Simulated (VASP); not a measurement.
Input of a VASP 6.6.1 run:

The input INCAR:

```
PREC = Accurate
ENCUT = 520
EDIFF = 1E-7
ISMEAR = 0
SIGMA = 0.1
LREAL = F
LASPH = T
NELM = 100
ALGO = Normal
ISIF = 2
LWAVE = F
LCHARG = F
GGA = PE
NBANDS = 29
```

File KPOINTS:

```
regular mesh
0
Gamma
  4 4 4
```

The input POSCAR:

```
ZnCd2S
1.0
    4.3106776500      0.0000000000      0.0000000000
    0.0000000000      4.3106776500      0.0000000000
    0.0000000000      0.0000000000      4.3234652400
Zn Cd S
1 2 1
Direct
    0.0000000000      0.0000000000      0.0000000000
    0.5000000000      0.0000000000      0.5000000000
    0.0000000000      0.5000000000      0.5000000000
    0.5000000000      0.5000000000      0.0000000000
```

Potentials or basis: VASP PAW PBE potentials, release 64 (Zn, Cd, S).

Command:

```sh
$ cat potpaw_PBE.64/Zn/POTCAR potpaw_PBE.64/Cd/POTCAR potpaw_PBE.64/S/POTCAR > POTCAR
$ mpirun -np 1 vasp_std > vasp.out
```

**Question.** What does it give for the pressure?

**Answer.** 0.9 GPa.

**Question.** What does it give for the band gap on the k mesh?

**Answer.** Zero (band 21 reaches 4.14 eV, above the bottom of band 22 at 1.85 eV).

Stress tensor (GPa, compression positive):
```
 1.72  0.00  0.00
 0.00  1.72  0.00
 0.00  0.00 -0.61
```

Caveat: the k points lie up to 0.36 Å⁻¹ apart.
